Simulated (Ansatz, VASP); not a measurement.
Fe in VASP and in Ansatz

```
Fe
1.0
     0.00000    1.79228    1.90089
     1.79228    0.00000    1.90089
     1.79228    1.79228    0.00000
Fe
1
Direct
  0.00000 0.00000 0.00000
```

Change from the starting cell: z stretched by +4 % at fixed volume.

Alike in both runs: task single point; functional PBE; k mesh 17 × 17 × 17; occupations fermi-dirac, width 0.03 eV; collinear spin.

|  | VASP | Ansatz |
| --- | --- | --- |
| version | VASP 6.6.1 | Ansatz 0.2.0 |
| potentials or method | VASP PAW PBE potentials, release 64 (Fe), cutoff 520 eV | all-electron LAPW, scalar-relativistic |

|  | VASP | Ansatz | Ansatz less VASP |
| --- | --- | --- | --- |
| pressure (GPa) | -3.2 | -3.3 | -0.10 |
| traceless stress, the component that is largest in VASP (GPa) | 4.84 | 5.11 | +0.273 |
| net moment per atom (μB) | 2.58 | 2.57 | -0.010 |
| size of the moment on the site where the two differ most (μB) | 2.58 | 2.62 | +0.041 |

Site moments also hang on the region over which each program counts them. Ansatz ran all-electron here, and VASP with PAW potentials.
